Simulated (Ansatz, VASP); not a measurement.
# Tl2F: VASP beside Ansatz

```
Tl F
1.0
     5.23243    0.00000    0.00000
    -2.61621    4.53142    0.00000
     0.00000    0.00000    3.44067
Tl F
2 1
Direct
  0.33333 0.66667 0.50000
  0.66667 0.33333 0.50000
  0.00000 0.00000 0.50000
```

Alike in both runs: functional PBE; k mesh 6 × 6 × 6; occupations gaussian, width 0.1 eV; no spin polarisation.

Ansatz relaxed the structure, and its values are those at the end. VASP's run is a single point on that final structure, the one shown.

```csv
,VASP,Ansatz
version,VASP 6.6.1,Ansatz 0.2.0
potentials or method,"VASP PAW PBE potentials, release 64 (Tl_d, F), cutoff 520 eV","scalar-relativistic, plane waves, PAW"
valence electrons in the cell,33,33
```

VASP gave:

- gap on the k mesh at the Fermi level (eV): none
- pressure (GPa): 0.0

Task: What did Ansatz give for the same quantities?

Result: gap on the k mesh at the Fermi level (eV): none; pressure (GPa): 0.1.

A gap of «none» marks a metal or a gap that the smearing closes. The functional is the same, so the differences come from potentials, cutoffs and numerics.

Neither program's run includes spin-orbit coupling.
